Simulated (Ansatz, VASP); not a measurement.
**MgH2 in VASP and in Ansatz**

```
Mg H
1.0
    -1.80728    1.80728    1.75684
     1.80728   -1.80728    1.75684
     1.80728    1.80728   -1.75684
Mg H
1 2
Direct
  0.00000 0.00000 0.00000
  0.25000 0.75000 0.50000
  0.75000 0.25000 0.50000
```

Alike in both runs: task relaxation of cell and atoms; functional PBE; k mesh 8 × 8 × 8; occupations gaussian, width 0.1 eV; no spin polarisation.

```csv
,VASP,Ansatz
version,VASP 6.6.1,Ansatz 0.2.0
potentials or method,"VASP PAW PBE potentials, release 64 (Mg, H), cutoff 600 eV","scalar-relativistic, plane waves, PAW"
valence electrons in the cell,4,12
```

```csv
,VASP,Ansatz,Ansatz less VASP
"gap on the k mesh at the Fermi level, each at its own relaxed structure (eV)",none,none,-
relaxed volume (Å³/atom),8.88,8.96,+0.082
relaxed cell length with the largest relative difference (Å),3.350,3.362,+0.0121
```

A gap of «none» marks a metal or a gap that the smearing closes. VASP's potentials hold 4 valence electrons a cell and Ansatz's 12, so a difference there can come from the potentials and not from the codes.

Noted on VASP's run: the volume moved by over 15 % at a fixed basis, so the end points are rough.
